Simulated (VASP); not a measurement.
Input of a VASP 6.6.1 run:

INCAR

```
SYSTEM = Pb
  PREC = Accurate
  ENCUT = 520
  EDIFF = 1E-6
  ISMEAR = -1
  SIGMA = 0.05
  LREAL = .False.
  LASPH = .True.
  NELM = 60
  ALGO = Normal
  ISIF = 2
  LWAVE = .False.
  LCHARG = .True.
  GGA = CA
  LELF = .True.
  LVHAR = .True.
  NBANDS = 21
```

File KPOINTS:

```
regular mesh
0
Gamma
  9 9 5
  0 0 0
```

Contents of POSCAR:

```
Pb
1.0
    3.4329672075      0.0000000000      0.0000000000
   -1.7164836037      2.9730368121      0.0000000000
    0.0000000000      0.0000000000      5.5144501982
Pb
2
Direct
    0.6666666667      0.3333333333      0.7500000000
    0.3333333333      0.6666666667      0.2500000000
```

Potentials or basis: VASP PAW LDA potentials, release 64 (Pb_d).

Launch:

```sh
$ cat potpaw_LDA.64/Pb_d/POTCAR > POTCAR
$ mpirun -np 1 vasp_std > vasp.out
```

Q: Estimate the band gap on the k mesh.

A: Zero (band 14 reaches 13.78 eV, above the bottom of band 15 at 5.73 eV).

Q: What does it give for the pressure?

A: 1.7 GPa.

Stress tensor (GPa, compression positive):
```
0.15 0.00 0.00
0.00 0.15 0.00
0.00 0.00 4.68
```

Caveat: spin-orbit coupling is left out, which moves the levels of the heavy elements.
